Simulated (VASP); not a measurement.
# TiCu2HgS4 (I-42m) in VASP: single point with r2SCAN

Aim: the single point of TiCu2HgS4 with r2SCAN.

All numbers are computed with VASP 6.6.1; they aren't measurements. Logs are shortened: lines on timing, memory, paths and dates and some standing lists are left out, and cuts for length are marked.

## Step 1: The cell of the first run

The structure is tetragonal, space group I-42m (No. 121). The conventional cell has a = 5.472 Å, b = 5.472 Å, c = 10.649 Å, α = 90.00°, β = 90.00°, γ = 90.00°. Within 3.3 Å of Hg (site symmetry -42m) lie 4 S at 2.48 Å. Ti (site symmetry -42m) has 4 S at 2.36 Å within 3.1 Å. Within 3.0 Å of Cu (site symmetry -4) lie 4 S at 2.28 Å. Within 3.0 Å of S (site symmetry m) lie 2 Cu at 2.28 Å and 1 Ti at 2.36 Å and 1 Hg at 2.48 Å.

## Step 2: Single point, r2SCAN, collinear spin, zero start

Input file POSCAR:

```
TiCu2HgS4
1.0
    0.0000000000      5.4716379700      0.0000000000
    5.4716379700      0.0000000000      0.0000000000
    2.7358189800      2.7358189800     -5.3247417000
Hg Ti Cu S
1 1 2 4
Direct
    0.0000000000      0.0000000000      0.0000000000
    0.5000000000      0.5000000000      0.0000000000
    0.2500000000      0.7500000000      0.5000000000
    0.7500000000      0.2500000000      0.5000000000
    0.6034200000      0.6034200000      0.2735600000
    0.3965800000      0.8769800000      0.7264400000
    0.1230200000      0.1230200000      0.2735600000
    0.8769800000      0.3965800000      0.7264400000
```

Input file INCAR.step1:

```
SYSTEM = TiCu2HgS4
PREC = Accurate
ENCUT = 520
ISMEAR = -1
SIGMA = 0.1
LREAL = .False.
LASPH = .True.
NELM = 150
ISPIN = 2
MAGMOM = 0 0 0 0 0 0 0 0
LMAXMIX = 4
NBANDS = 49
GGA = PE
ALGO = Normal
EDIFF = 1E-4
LWAVE = .True.
LCHARG = .False.
```

Input file INCAR.step2:

```
SYSTEM = TiCu2HgS4
PREC = Accurate
ENCUT = 520
EDIFF = 1E-6
ISMEAR = -1
SIGMA = 0.1
LREAL = .False.
LASPH = .True.
NELM = 150
ALGO = Normal
ISIF = 2
LWAVE = .False.
LCHARG = .False.
ISPIN = 2
MAGMOM = 0 0 0 0 0 0 0 0
LORBIT = 11
LMAXMIX = 4
METAGGA = R2SCAN
LMIXTAU = .True.
NBANDS = 49
ISTART = 1
```

Input file KPOINTS:

```
regular mesh
0
Gamma
  4 4 4
  0 0 0
```

Potentials or basis: VASP PAW PBE potentials, release 64 (Hg, Ti_sv, Cu, S).

Started as:

```sh
> cat potpaw_PBE.64/Hg/POTCAR potpaw_PBE.64/Ti_sv/POTCAR potpaw_PBE.64/Cu/POTCAR potpaw_PBE.64/S/POTCAR > POTCAR
> cp INCAR.step1 INCAR
> mpirun -np 1 vasp_std > vasp.out
> cp INCAR.step2 INCAR
> mpirun -np 1 vasp_std > vasp.out
```

OUTCAR:

```text
SYSTEM = TiCu2HgS4
   PREC = Accurate
   ENCUT = 520
   EDIFF = 1E-6
   ISMEAR = -1
   LREAL = .False.
   LASPH = .True.
   NELM = 150
   ISIF = 2
   ISPIN = 2
   LORBIT = 11
   METAGGA = R2SCAN
   ISTART = 1

 ion  position               nearest neighbor table
   1  0.000  0.000  0.000-   7 2.48   6 2.48   8 2.48   5 2.48
   2  0.500  0.500  0.000-   5 2.36   6 2.36   8 2.36   7 2.36
   3  0.250  0.750  0.500-   6 2.28   5 2.28   7 2.28   8 2.28
   4  0.750  0.250  0.500-   8 2.28   5 2.28   7 2.28   6 2.28
   5  0.603  0.603  0.274-   3 2.28   4 2.28   2 2.36   1 2.48
   6  0.397  0.877  0.726-   3 2.28   4 2.28   2 2.36   1 2.48
   7  0.123  0.123  0.274-   3 2.28   4 2.28   2 2.36   1 2.48
   8  0.877  0.397  0.726-   4 2.28   3 2.28   2 2.36   1 2.48

  LATTYP: Found a body centered tetragonal cell.
 ALAT       =     5.4716379700
 C/A-ratio  =     1.9463062904

  Lattice vectors:

 A1 = (  -2.7358189800,   2.7358189900,   5.3247417000)
 A2 = (   2.7358189900,  -2.7358189800,   5.3247417000)
 A3 = (   2.7358189800,   2.7358189800,  -5.3247417000)

Analysis of symmetry for initial positions (statically):
=====================================================================
 Subroutine PRICEL returns:
 Original cell was already a primitive cell.

 Routine SETGRP: Setting up the symmetry group for a
 body centered tetragonal supercell.

 Subroutine GETGRP returns: Found  8 space group operations
 (whereof  8 operations were pure point group operations)
 out of a pool of 16 trial point group operations.

The static configuration has the point symmetry D_2d.

Analysis of symmetry for dynamics (positions and initial velocities):
=====================================================================
 Subroutine PRICEL returns:
 Original cell was already a primitive cell.

 Routine SETGRP: Setting up the symmetry group for a
 body centered tetragonal supercell.

 Subroutine GETGRP returns: Found  8 space group operations
 (whereof  8 operations were pure point group operations)
 out of a pool of 16 trial point group operations.

The dynamic configuration has the point symmetry D_2d.

Analysis of structural, dynamic, and magnetic symmetry:
=====================================================================
 Subroutine PRICEL returns:
 Original cell was already a primitive cell.

 Routine SETGRP: Setting up the symmetry group for a
 body centered tetragonal supercell.

 Subroutine GETGRP returns: Found  8 space group operations
[... 147 lines left out ...]
  ext. energy  EPLUGINS =         0.00000000
  ---------------------------------------------------
  free energy    TOTEN  =      -121.51713141 eV

  energy without entropy =     -121.50725056  energy(sigma->0) =     -121.51219099

 E-fermi :   4.4413     XC(G=0): -10.4967

 val. band max:        4.0770323586   @ k =   0.5000   0.5000   0.0000
 cond. band min:       4.6659652973   @ k =   0.0000   0.0000   0.0000
 fundamental gap:      0.5889329387
 Fermi energy:         4.4413422455

 spin component 1

 k-point     1 :       0.0000    0.0000    0.0000
  band No.  band energies     occupation
      1     -55.8322      1.00000
      2     -31.0438      1.00000
      3     -31.0244      1.00000
      4     -31.0244      1.00000
      5     -10.2584      1.00000
      6      -9.1397      1.00000
[... 639 lines left out ...]
     46       9.5216      0.00000
     47      10.4363      0.00000
 Fermi energy:         4.4413422455

 spin component 2

 k-point     1 :       0.0000    0.0000    0.0000
  band No.  band energies     occupation
      1     -55.8322      1.00000
      2     -31.0438      1.00000
      3     -31.0244      1.00000
      4     -31.0244      1.00000
      5     -10.2584      1.00000
      6      -9.1397      1.00000
[... 639 lines left out ...]
     46       9.5216      0.00000
     47      10.4363      0.00000
 [bands above 47 left out]

------------------------ aborting loop because EDIFF is reached ----------------------------------------

  FORCE on cell =-STRESS in cart. coord.  units (eV):
  Direction    XX          YY          ZZ          XY          YZ          ZX
  --------------------------------------------------------------------------------------
  -------------------------------------------------------------------------------------
  Total        0.4949840      0.4949840      0.3648635      0.0000000      0.0000000      0.0000000
  in kB        4.9747183      4.9747183      3.6669736      0.0000000      0.0000000      0.0000000
  external PRESSURE =       4.5388034 kB  Pullay stress =       0.0000000 kB

 VOLUME and BASIS-vectors are now :
 -----------------------------------------------------------------------------
  energy-cutoff  :      520.00
  volume of cell :      159.42
      direct lattice vectors                 reciprocal lattice vectors
     0.000000000  5.471637970  0.000000000     0.000000000  0.182760630  0.093901268
     5.471637970  0.000000000  0.000000000     0.182760630  0.000000000  0.093901268
     2.735818980  2.735818980 -5.324741700     0.000000000  0.000000000 -0.187802537

 POSITION                                       TOTAL-FORCE (eV/Angst)
 -----------------------------------------------------------------------------------
      0.00000      0.00000      0.00000        -0.000000      0.000000      0.000000
      2.73582      2.73582      0.00000        -0.000000      0.000000      0.000000
      5.47164      2.73582     -2.66237        -0.000000      0.000000      0.000000
      2.73582      5.47164     -2.66237        -0.000000      0.000000      0.000000
      4.05011      4.05011     -1.45664        -0.762088     -0.762088      0.258617
      6.78593      4.15735     -3.86811        -0.762088      0.762088     -0.258617
      1.42153      1.42153     -1.45664         0.762088      0.762088      0.258617
      4.15735      6.78593     -3.86811         0.762088     -0.762088     -0.258617
 -----------------------------------------------------------------------------------
    total drift:                                0.000150      0.000150      0.000080

  FREE ENERGIE OF THE ION-ELECTRON SYSTEM (eV)
  ---------------------------------------------------
  free  energy   TOTEN  =      -121.5171314086 eV

  energy  without entropy=     -121.5072505625  energy(sigma->0) =     -121.51219099

 total charge

# of ion       s       p       d       tot
------------------------------------------
    1        0.681   0.474   9.398  10.553
    2        2.200   6.132   1.793  10.125
    3        0.380   0.401   9.261  10.042
    4        0.380   0.401   9.261  10.042
    5        1.314   2.427   0.000   3.741
    6        1.314   2.427   0.000   3.741
    7        1.314   2.427   0.000   3.741
    8        1.314   2.427   0.000   3.741
--------------------------------------------------
tot          8.898  17.117  29.713  55.728

 magnetization (x)

# of ion       s       p       d       tot
------------------------------------------
    1        0.000   0.000   0.000   0.000
    2        0.000   0.000   0.000   0.000
    3        0.000  -0.000  -0.000  -0.000
    4        0.000  -0.000  -0.000  -0.000
    5       -0.000  -0.000   0.000  -0.000
    6       -0.000  -0.000   0.000  -0.000
    7       -0.000  -0.000   0.000  -0.000
    8       -0.000  -0.000   0.000  -0.000
--------------------------------------------------
tot          0.000  -0.000   0.000  -0.000
```

OUTCAR.step1:

```text
SYSTEM = TiCu2HgS4
   PREC = Accurate
   ENCUT = 520
   ISMEAR = -1
   LREAL = .False.
   LASPH = .True.
   NELM = 150
[... 1553 lines left out ...]
      6.78593      4.15735     -3.86811        -0.751788      0.751788     -0.234401
      1.42153      1.42153     -1.45664         0.751788      0.751788      0.234401
      4.15735      6.78593     -3.86811         0.751788     -0.751788     -0.234401
 -----------------------------------------------------------------------------------
    total drift:                                0.000029      0.000029     -0.000014

  FREE ENERGIE OF THE ION-ELECTRON SYSTEM (eV)
  ---------------------------------------------------
  free  energy   TOTEN  =       -36.3783987427 eV

  energy  without entropy=      -36.3605513379  energy(sigma->0) =      -36.36947504
```

Wall time 27 min (1 thread of Oxide Virtual Turin-like, shared host); peak memory 0.47 GiB.

What came out:

```yaml
Free_energy: -121.5171 eV
Pressure: 0.5 GPa
Largest_force: 1.108 eV/Å
Band_gap_on_the_k_mesh: 0.59 eV, indirect (least direct gap 0.71 eV)
Net_moment: 0.00 μB per cell
Valence_electrons_inside_the_program's_atomic_spheres: Hg 10.55; Ti 10.12; Cu 10.04; S 3.74
```

Forces in eV/Å, atoms in the order of the input:
```
Hg   0.000  0.000  0.000
Ti   0.000  0.000  0.000
Cu   0.000  0.000  0.000
Cu   0.000  0.000  0.000
S   -0.762 -0.762  0.259
S   -0.762  0.762 -0.259
S    0.762  0.762  0.259
S    0.762 -0.762 -0.259
```

Stress tensor (GPa, compression positive):
```
0.50 0.00 0.00
0.00 0.50 0.00
0.00 0.00 0.37
```

Caveat: the PAW data sets were made with another functional, which shifts forces and pressure a little; spin-orbit coupling is left out, which moves the levels of the heavy elements. r2SCAN opens gaps a little over a GGA but as a rule still falls short of measured ones.
